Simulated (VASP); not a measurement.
A run of VASP 6.6.1 is set up as follows.

INCAR

```
SYSTEM = ZrSi6
ALGO = Normal
EDIFF = 1E-6
ENCUT = 520
GGA = PE
ISIF = 2
ISMEAR = 0
LASPH = .TRUE.
LCHARG = .FALSE.
LREAL = .FALSE.
LWAVE = .FALSE.
NBANDS = 27
NELM = 60
PREC = Accurate
SIGMA = 0.1
```

File KPOINTS:

```
k-points
0
G
  6 6 4
  0 0 0
```

POSCAR

```
ZrSi6
1.0
    7.0484740728      0.0000000000      0.0000000000
   -3.5242370364      6.1041576050      0.0000000000
    0.0000000000      0.0000000000      2.9475033753
Zr Si
1 6
Direct
    0.0000000000      0.0000000000      0.0000000000
    0.2189903517      0.7810096483      0.0000000000
    0.2189903517      0.4379807033      0.0000000000
    0.5620192967      0.7810096483      0.0000000000
    0.7810096483      0.2189903517      0.0000000000
    0.7810096483      0.5620192967      0.0000000000
    0.4379807033      0.2189903517      0.0000000000
```

Potentials or basis: VASP PAW PBE potentials, release 64 (Zr_sv, Si).

Run with:

```bash
$ cat potpaw_PBE.64/Zr_sv/POTCAR potpaw_PBE.64/Si/POTCAR > POTCAR
$ mpirun -np 1 vasp_std > vasp.out
```

Problem. What does it give for the pressure?

Solution. 0.1 GPa.

Problem. Estimate the band gap on the k mesh.

Solution. Zero (band 18 reaches 9.89 eV, above the bottom of band 19 at 7.03 eV).

Problem. Predict the largest force.

Solution. 0.005 eV/Å.

Forces in eV/Å, atoms in the order of the input:
```
Zr   0.000  0.000  0.000
Si   0.004 -0.003  0.000
Si   0.000  0.005  0.000
Si  -0.004 -0.003  0.000
Si  -0.004  0.003  0.000
Si   0.000 -0.005  0.000
Si   0.004  0.003  0.000
```

Caveat: the k points lie up to 0.53 Å⁻¹ apart.
